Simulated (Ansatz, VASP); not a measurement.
Sb in VASP and in Ansatz

File POSCAR:

```
Sb
1.0
    0.0000000000      2.0537212042      2.0537212042
    2.0537212042      0.0000000000      2.0537212042
    2.0537212042      2.0537212042      0.0000000000
Sb
1
Direct
    0.0000000000      0.0000000000      0.0000000000
```

The input INCAR.step1:

```
PREC = Accurate
ENCUT = 600
ISMEAR = 0
SIGMA = 0.1
LREAL = F
LASPH = T
NELM = 80
GGA = PE
ALGO = Normal
EDIFF = 1E-4
LWAVE = T
LCHARG = F
```

INCAR.step2

```
PREC = Accurate
ENCUT = 600
EDIFF = 1E-7
ISMEAR = 0
SIGMA = 0.1
LREAL = F
LASPH = T
NELM = 80
ALGO = Normal
ISIF = 3
LWAVE = F
LCHARG = F
METAGGA = R2SCAN
LMIXTAU = T
IBRION = 2
NSW = 80
EDIFFG = -0.05
ISTART = 1
```

The input KPOINTS:

```
regular mesh
0
Gamma
  8 8 8
```

Input for Ansatz:

```yaml
crystal:
  lattice:
    - [0.0, 2.0537212042, 2.0537212042]
    - [2.0537212042, 0.0, 2.0537212042]
    - [2.0537212042, 2.0537212042, 0.0]
  atoms:
    - { symbol: Sb, position: [0.0, 0.0, 0.0] }
basis:
  ecutwfc: 500
kpoints:
  mp_grid: { grid: [8, 8, 8] }
hamiltonian:
  xc: r2scan
scf:
  occupations: { method: gaussian, width: 0.1 }
output:
  forces: true
  stress: true
  eigenvalues: true
relax:
  adjacent_minimum: "off"
  f_tol: 0.05
  max_steps: 60
  cell: { stress_tol: 0.5 }
```

Alike in both runs: task relaxation of cell and atoms; functional r2SCAN; k mesh 8 × 8 × 8; occupations gaussian, width 0.1 eV; no spin polarisation.

|  | VASP | Ansatz |
| --- | --- | --- |
| version | VASP 6.6.1 | Ansatz 0.2.0 |
| potentials or method | VASP PAW PBE potentials, release 64 (Sb), cutoff 600 eV | scalar-relativistic, plane waves, PAW |
| valence electrons in the cell | 5 | 15 |

VASP gave:

```
gap on the k mesh at the Fermi level, each at its own relaxed structure (eV) : none
relaxed volume (Å³/atom)                                                     : 27.43
relaxed cell length with the largest relative difference (Å)                 : 3.385
```

Q: Estimate Ansatz's values.

A: gap on the k mesh at the Fermi level, each at its own relaxed structure (eV): none; relaxed volume (Å³/atom): 27.46; relaxed cell length with the largest relative difference (Å): 3.386.

VASP's potentials were made for PBE, not for r2SCAN. A gap of «none» marks a metal or a gap that the smearing closes. VASP's potentials hold 5 valence electrons a cell and Ansatz's 15, so a difference there can come from the potentials and not from the codes.

Spin-orbit coupling is off throughout. Noted on VASP's run: the volume moved by over 15 % at a fixed basis, so the end points are rough.
